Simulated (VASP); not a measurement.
# F (C2/m) in VASP: notebook

The runs below take F through single point, with PBE.

Everything below comes from runs of VASP 6.6.1. Logs are shortened: lines on timing, memory, paths and dates and some standing lists are left out, and cuts for length are marked.

## Step 1: The cell of the first run

The structure is monoclinic, space group C2/m (No. 12). The conventional cell has a = 5.462 Å, b = 3.154 Å, c = 7.384 Å, α = 90.00°, β = 107.54°, γ = 90.00°. Within 1.9 Å of F (site symmetry m) lie 1 F at 1.42 Å. Within 1.9 Å of F (site symmetry m) lie 1 F at 1.42 Å.

## Step 2: Single point, PBE (15.16 Å³/atom)

INCAR

```
SYSTEM = F
PREC     = Accurate       ! precision mode
ENCUT    = 600            ! plane-wave cutoff, eV
EDIFF    = 1E-6           ! SCF threshold, eV
ISMEAR   = 0              ! smearing method
SIGMA    = 0.01           ! smearing width, eV
LREAL    = .False.        ! projectors in reciprocal space
LASPH    = .True.         ! aspherical terms in the spheres
NELM     = 120            ! most SCF steps
ALGO     = Normal         ! electronic algorithm
ISIF     = 2              ! what is computed and relaxed
LWAVE    = .False.        ! write WAVECAR
LCHARG   = .False.        ! write CHGCAR
GGA      = PE             ! functional
NBANDS   = 22             ! bands
GGA_COMPAT= .False.
```

KPOINTS

```
Automatic mesh
0
Gamma
  4 4 2
  0 0 0
```

POSCAR

```
F
1.0
    2.7312206496     -1.5770093181     -0.0119706576
    2.7312206496      1.5770093181     -0.0119706576
   -2.1940123137      0.0000000000      7.0507418820
F
4
Direct
    0.5042747577      0.5042747577      0.4047570439
    0.0825967397      0.0825967397      0.0951117768
    0.4957252423      0.4957252423      0.5952429561
    0.9174032603      0.9174032603      0.9048882232
```

Potentials or basis: VASP PAW PBE potentials, release 64 (F).

On the command line:

```
> cat potpaw_PBE.64/F/POTCAR > POTCAR
> mpirun -np 1 vasp_std > vasp.out
```

OUTCAR:

```text
SYSTEM = F
   PREC = Accurate
   ENCUT = 600
   EDIFF = 1E-6
   ISMEAR = 0
   LREAL = .False.
   LASPH = .True.
   NELM = 120
   ISIF = 2
   GGA = PE

 ion  position               nearest neighbor table
   1  0.504  0.504  0.405-   3 1.42
   2  0.083  0.083  0.095-   4 1.42
   3  0.496  0.496  0.595-   1 1.42
   4  0.917  0.917  0.905-   2 1.42

  LATTYP: Found a base centered monoclinic cell.
 ALAT       =     5.4624937651
 B/A-ratio  =     0.5773953750
 C/A-ratio  =     1.3518031633
 COS(beta)  =    -0.3013039584

  Lattice vectors:

 A1 = (   2.7312206496,  -1.5770093181,  -0.0119706576)
 A2 = (   2.7312206496,   1.5770093181,  -0.0119706576)
 A3 = (  -2.1940123137,   0.0000000000,   7.0507418820)

Analysis of symmetry for initial positions (statically):
=====================================================================
 Subroutine PRICEL returns:
 Original cell was already a primitive cell.

 Routine SETGRP: Setting up the symmetry group for a
 base centered monoclinic supercell.

 Subroutine GETGRP returns: Found  4 space group operations
 (whereof  4 operations were pure point group operations)
 out of a pool of  4 trial point group operations.

The static configuration has the point symmetry C_2h.

Analysis of symmetry for dynamics (positions and initial velocities):
=====================================================================
 Subroutine PRICEL returns:
 Original cell was already a primitive cell.

 Routine SETGRP: Setting up the symmetry group for a
 base centered monoclinic supercell.

 Subroutine GETGRP returns: Found  4 space group operations
 (whereof  4 operations were pure point group operations)
 out of a pool of  4 trial point group operations.

The dynamic configuration has the point symmetry C_2h.

 Subroutine INISYM returns: Found  4 space group operations
 (whereof  4 operations are pure point group operations),
 and found     1 'primitive' translations

----------------------------------------------------------------------------------------

                                     Primitive cell

  volume of cell :      60.6545

  direct lattice vectors                    reciprocal lattice vectors
     2.731220650 -1.577009318 -0.011970658     0.183318347 -0.317055831  0.057044027
     2.731220650  1.577009318 -0.011970658     0.183318347  0.317055831  0.057044027
    -2.194012314  0.000000000  7.050741882     0.000622471  0.000000000  0.142022744

  length of vectors
     3.153833845  3.153833845  7.384216351     0.370653527  0.370653527  0.142024108

  position of ions in fractional coordinates (direct lattice)
     0.504274758  0.504274758  0.404757044
     0.082596740  0.082596740  0.095111777
     0.495725242  0.495725242  0.595242956
     0.917403260  0.917403260  0.904888223

  ion indices of the primitive-cell ions
   primitive index   ion index
                 1           1
                 2           2
                 3           3
                 4           4

----------------------------------------------------------------------------------------

 KPOINTS: Automatic mesh

Automatic generation of k-mesh.
 Grid dimensions read from file:
 generate k-points for:    4    4    2

 Generating k-lattice:

  Cartesian coordinates                     Fractional coordinates (reciprocal lattice)
     0.045829587 -0.079263958  0.014261007     0.250000000 -0.000000000 -0.000000000
     0.045829587  0.079263958  0.014261007    -0.000000000  0.250000000 -0.000000000
     0.000311235  0.000000000  0.071011372     0.000000000  0.000000000  0.500000000

  Length of vectors
     0.092663382  0.092663382  0.071012054

  Shift w.r.t. Gamma in fractional coordinates (k-lattice)
     0.000000000  0.000000000  0.000000000

 Subroutine IBZKPT returns following result:
 ===========================================

 Found     14 irreducible k-points:

 Following reciprocal coordinates:
            Coordinates               Weight
  0.000000  0.000000  0.000000      1.000000
  0.250000 -0.000000  0.000000      4.000000
  0.500000 -0.000000  0.000000      2.000000
  0.250000  0.250000  0.000000      2.000000
  0.500000  0.250000  0.000000      4.000000
 -0.250000  0.250000  0.000000      2.000000
  0.500000  0.500000  0.000000      1.000000
  0.000000  0.000000  0.500000      1.000000
  0.250000  0.000000  0.500000      4.000000
  0.500000  0.000000  0.500000      2.000000
  0.250000  0.250000  0.500000      2.000000
  0.500000  0.250000  0.500000      4.000000
 -0.250000  0.250000  0.500000      2.000000
  0.500000  0.500000  0.500000      1.000000
   k-points           NKPTS =     14   k-points in BZ     NKDIM =     14   number of bands    NBANDS=     22
   number of dos      NEDOS =    301   number of ions     NIONS =      4
   total plane-waves  NPLWV =  47040
   dimension x,y,z NGX =    28 NGY =   28 NGZ =   60
   dimension x,y,z NGXF=    56 NGYF=   56 NGZF=  120
   ions per type =               4
   NGX,Y,Z   is equivalent  to a cutoff of  14.76, 14.76, 13.51 a.u.
   NGXF,Y,Z  is equivalent  to a cutoff of  29.52, 29.52, 27.02 a.u.
 SYSTEM =  F
   PREC   = accura    normal or accurate (medium, high low for compatibility)
   ISTART =      0    job   : 0-new  1-cont  2-samecut
   ICHARG =      2    charge: 1-file 2-atom 10-const
   ISPIN  =      1    spin polarized calculation?
   LNONCOLLINEAR =      F non collinear calculations
   LSORBIT =      F    spin-orbit coupling
   LASPH  =      T    aspherical Exc in radial PAW
   ENCUT  =  600.0 eV  44.10 Ry    6.64 a.u.   6.30  6.30 14.75*2*pi/ulx,y,z
   NELM   =    120;   NELMIN=  2; NELMDL= -5     # of ELM steps
   EDIFF  = 0.1E-05   stopping-criterion for ELM
   LREAL  =      F    real-space projection
   EDIFFG = 0.1E-04   stopping-criterion for IOM
   NSW    =      0    number of steps for IOM
   IBRION =     -1    ionic relax: 0-MD 1-quasi-New 2-CG
   NFREE  =      0    steps in history (QN), initial steepest desc. (CG)
   ISIF   =      2    stress and relaxation
   ISYM   =      2    0-nonsym 1-usesym 2-fastsym
   POTIM  = 0.5000    time-step for ionic-motion
   TEBEG  =    0.0;   TEEND  =   0.0 temperature during run
   PSTRESS=    0.0 pullay stress
   NELECT =      28.0000    total number of electrons
   NUPDOWN=      -1.0000    fix difference up-down
   EMIN   =  10.00;   EMAX   =-10.00  energy-range for DOS
   EFERMI =   0.00;   METHOD = LEGACY
   ISMEAR =     0;   SIGMA  =   0.01  broadening in eV -4-tet -1-fermi 0-gaus
   EFERMI_NEDOS =   21; number of points for ismear=-14 and -15
   IALGO  =     38    algorithm
   IMIX   =      4    mixing-type and parameters
     AMIX     =   0.40;   BMIX     =  1.00
     AMIX_MAG =   1.60;   BMIX_MAG =  1.00
  volume/ion in A,a.u.               =      15.16       102.33
  Fermi-wavevector in a.u.,A,eV,Ry     =   1.265241  2.390958 21.780667  1.600834
  Thomas-Fermi vector in A             =   2.398504
   LORBIT       =      0    0 simple, 1 ext, 2 COOP (PROOUT), +10 PAW based schemes
   GGA     = PE    functional components
   LHFCALC =     F    Hartree Fock is set to
   AEXX    =    0.0000 exact exchange contribution
   IVDW    =     0    specifies the selected vdW correction
   LEPSILON=     F    determine dielectric tensor
   LRPA    =     F    only Hartree local field effects (RPA)
 non-spin polarized calculation
 Gauss-broadening in eV      SIGMA  =   0.01
  energy-cutoff  :      600.00
  volume of cell :       60.65
 maximum number of plane-waves:      2032
 NGX is ok and might be reduce to    28
   NGX = 13   NGY = 13   NGZ = 29

 number of electron      27.9999996 magnetization

 Free energy of the ion-electron system (eV)
  ---------------------------------------------------
  ext. energy  EPLUGINS =         0.00000000
  ---------------------------------------------------
  free energy    TOTEN  =        -7.27824554 eV

  energy without entropy =       -7.27824554  energy(sigma->0) =       -7.27824554

 E-fermi :  -4.7870     XC(G=0):  -7.8708

 val. band max:       -4.8781529786   @ k =   0.5000   0.5000   0.0000
 cond. band min:      -2.3279663555   @ k =   0.0000   0.0000   0.0000
 fundamental gap:      2.5501866232
 Fermi energy:        -4.7870366488

 k-point     1 :       0.0000    0.0000    0.0000
  band No.  band energies     occupation
      1     -29.8180      2.00000
      2     -29.6814      2.00000
      3     -23.7288      2.00000
      4     -23.3831      2.00000
      5     -11.5653      2.00000
      6     -10.7153      2.00000
[... 14 lines left out ...]
     21      14.2940      0.00000
     22      18.1290      0.00000

 k-point     2 :       0.2500   -0.0000    0.0000
  band No.  band energies     occupation
      1     -29.7471      2.00000
      2     -29.6352      2.00000
      3     -23.6409      2.00000
      4     -23.3952      2.00000
      5     -11.4263      2.00000
      6     -10.8150      2.00000
[... 14 lines left out ...]
     21      13.7438      0.00000
     22      14.6951      0.00000

 k-point     3 :       0.5000   -0.0000    0.0000
  band No.  band energies     occupation
      1     -29.6718      2.00000
      2     -29.5915      2.00000
      3     -23.5077      2.00000
      4     -23.4524      2.00000
      5     -11.1280      2.00000
      6     -11.0739      2.00000
[... 14 lines left out ...]
     21      12.0554      0.00000
     22      12.4100      0.00000

 k-point     4 :       0.2500    0.2500    0.0000
  band No.  band energies     occupation
      1     -29.7347      2.00000
      2     -29.6359      2.00000
      3     -23.6234      2.00000
      4     -23.4385      2.00000
      5     -11.3787      2.00000
      6     -10.9124      2.00000
[... 14 lines left out ...]
     21      13.3836      0.00000
     22      14.2244      0.00000

 k-point     5 :       0.5000    0.2500    0.0000
  band No.  band energies     occupation
      1     -29.6658      2.00000
      2     -29.5853      2.00000
      3     -23.5209      2.00000
      4     -23.4652      2.00000
      5     -11.1501      2.00000
      6     -11.0742      2.00000
[... 14 lines left out ...]
     21      12.1225      0.00000
     22      13.5089      0.00000

 k-point     6 :      -0.2500    0.2500    0.0000
  band No.  band energies     occupation
      1     -29.6794      2.00000
      2     -29.5837      2.00000
      3     -23.5631      2.00000
      4     -23.3963      2.00000
      5     -11.2866      2.00000
      6     -10.8904      2.00000
[... 14 lines left out ...]
     21      12.1370      0.00000
     22      13.4474      0.00000

 k-point     7 :       0.5000    0.5000    0.0000
  band No.  band energies     occupation
      1     -29.6595      2.00000
      2     -29.5789      2.00000
      3     -23.5337      2.00000
      4     -23.4789      2.00000
      5     -11.1600      2.00000
      6     -11.0877      2.00000
[... 74 lines left out ...]
      6     -10.8935      2.00000
[... 14 lines left out ...]
     21      12.0847      0.00000
     22      13.8293      0.00000

 k-point    11 :       0.2500    0.2500    0.5000
  band No.  band energies     occupation
      1     -29.7335      2.00000
      2     -29.6372      2.00000
      3     -23.6171      2.00000
      4     -23.4450      2.00000
      5     -11.3519      2.00000
      6     -10.9347      2.00000
[... 14 lines left out ...]
     21      13.3808      0.00000
     22      14.2853      0.00000

 k-point    12 :       0.5000    0.2500    0.5000
  band No.  band energies     occupation
      1     -29.6698      2.00000
      2     -29.5811      2.00000
      3     -23.5555      2.00000
      4     -23.4303      2.00000
      5     -11.2575      2.00000
      6     -10.9675      2.00000
[... 14 lines left out ...]
     21      11.9606      0.00000
     22      13.3152      0.00000

 k-point    13 :      -0.2500    0.2500    0.5000
  band No.  band energies     occupation
      1     -29.6719      2.00000
      2     -29.5916      2.00000
      3     -23.5076      2.00000
      4     -23.4523      2.00000
      5     -11.1160      2.00000
      6     -11.0663      2.00000
[... 14 lines left out ...]
     21      12.4902      0.00000
     22      12.5931      0.00000

 k-point    14 :       0.5000    0.5000    0.5000
  band No.  band energies     occupation
      1     -29.6596      2.00000
      2     -29.5790      2.00000
      3     -23.5330      2.00000
      4     -23.4794      2.00000
      5     -11.1740      2.00000
      6     -11.1237      2.00000
[... 14 lines left out ...]
     21      11.4597      0.00000
     22      11.7048      0.00000

------------------------ aborting loop because EDIFF is reached ----------------------------------------

  FORCE on cell =-STRESS in cart. coord.  units (eV):
  Direction    XX          YY          ZZ          XY          YZ          ZX
  --------------------------------------------------------------------------------------
  -------------------------------------------------------------------------------------
  Total        0.3665622      0.2921166      0.4494859      0.0000000      0.0000000     -0.0014201
  in kB        9.6826703      7.7162023     11.8730842      0.0000000      0.0000000     -0.0375123
  external PRESSURE =       9.7573189 kB  Pullay stress =       0.0000000 kB

 VOLUME and BASIS-vectors are now :
 -----------------------------------------------------------------------------
  energy-cutoff  :      600.00
  volume of cell :       60.65
      direct lattice vectors                 reciprocal lattice vectors
     2.731220650 -1.577009318 -0.011970658     0.183318347 -0.317055831  0.057044027
     2.731220650  1.577009318 -0.011970658     0.183318347  0.317055831  0.057044027
    -2.194012314  0.000000000  7.050741882     0.000622471  0.000000000  0.142022744

 POSITION                                       TOTAL-FORCE (eV/Angst)
 -----------------------------------------------------------------------------------
      1.86653      0.00000      2.84176         0.039058      0.000000     -0.151345
      0.24250      0.00000      0.66863         0.042292      0.000000      0.162917
      1.40190      0.00000      4.18504        -0.039058      0.000000      0.151345
      3.02593      0.00000      6.35817        -0.042292      0.000000     -0.162917
 -----------------------------------------------------------------------------------
    total drift:                                0.000000      0.000000      0.000000

  FREE ENERGIE OF THE ION-ELECTRON SYSTEM (eV)
  ---------------------------------------------------
  free  energy   TOTEN  =        -7.2782455397 eV

  energy  without entropy=       -7.2782455397  energy(sigma->0) =       -7.27824554
```

Run time: 20 s. Hardware: 1 thread of Intel Xeon 8259CL, shared host; peak memory 0.16 GiB.

What came out:

```
Free energy            : -7.2782 eV
Pressure               : 1.0 GPa
Largest force          : 0.168 eV/Å
Band gap on the k mesh : 2.55 eV (least direct gap 2.60 eV)
```

Forces in eV/Å, atoms in the order of the input:
```
F    0.039  0.000 -0.151
F    0.042  0.000  0.163
F   -0.039  0.000  0.151
F   -0.042  0.000 -0.163
```

Caveat: the k points lie up to 0.58 Å⁻¹ apart; this functional lacks dispersion, which holds the molecules together, so the pressure and a relaxed volume are unreliable. A k mesh can miss the band edges.

[end of part 1 of 2]
